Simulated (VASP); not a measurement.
## P: single point with PBEsol

Crystal: P.

```
CELL_PARAMETERS angstrom
-3.49687 -6.05676 0.00000
3.49687 -6.05676 0.00000
0.00000 -4.03784 6.34173
ATOMIC_POSITIONS crystal
P 0.37835 0.38842 0.35596
P 0.44320 0.39134 0.85804
P 0.45805 0.85229 0.31689
P 0.40369 0.92849 0.82818
P 0.92517 0.35670 0.32418
P 0.92706 0.39791 0.81468
P 0.89865 0.86593 0.35576
P 0.88526 0.83804 0.91134
P 0.16766 0.09456 0.16145
P 0.10158 0.09971 0.67886
P 0.13209 0.61706 0.15396
P 0.17418 0.63610 0.62476
P 0.62944 0.16590 0.13695
P 0.62559 0.12092 0.66074
P 0.69291 0.59732 0.06997
P 0.65601 0.65272 0.63615
```

This cell differs from its parent crystal: dynamics (nvt langevin) at 1200 K, volume x 1.04, from the last frame before.

```yaml
Program: VASP 6.6.1
Task: single point
Functional: PBEsol
Potentials_or_basis: VASP PAW PBE potentials, release 64 (P)
Cutoff: 520 eV
k_mesh: 2 × 2 × 2, shifted
Occupations: fermi-dirac, width 0.1034 eV
Spin: no spin polarisation
```

```yaml
Pressure: -6.2 GPa
Largest_force: 2.405 eV/Å
Band_gap_on_the_k_mesh: zero (band 40 reaches 8.21 eV, above the bottom of band 41 at 7.64 eV)
```

Forces in eV/Å, atoms in the order of the input:
```
P   -0.543 -0.081 -0.436
P    0.486  1.306 -1.070
P    0.834 -0.136 -0.457
P   -0.592  1.681  0.695
P    0.842 -0.657 -0.387
P   -0.115 -0.445 -0.388
P    0.021 -1.057 -0.585
P    0.107 -0.403 -2.198
P   -0.293  0.297 -0.176
P   -0.199 -1.039 -0.648
P    0.026  0.459  0.523
P    0.299  0.300  1.292
P   -1.089  1.075  1.054
P   -0.151 -1.844  0.105
P    0.452 -0.097  2.360
P   -0.083  0.639  0.319
```

Stress tensor (GPa, compression positive):
```
-6.84  0.06  1.25
 0.06 -4.08  1.22
 1.25  1.22 -7.79
```

Levels at points of the mesh, in eV from the Fermi level:
| k point | band 37 | band 38 | band 39 | band 40 | band 41 | band 42 | band 43 | band 44 |
| --- | --- | --- | --- | --- | --- | --- | --- | --- |
| (0.25, 0.25, 0.25) | -1.38 | -1.25 | -0.86 | -0.45 | -0.20 | 0.39 | 0.45 | 0.83 |

It took 2.3 min on 1 thread of Intel(R) Xeon(R) 6975P-C (Granite Rapids) (shared host), peak memory 0.41 GiB.

Caveat: the k points lie up to 0.54 Å⁻¹ apart; the PAW data sets were made with another functional, which shifts forces and pressure a little.
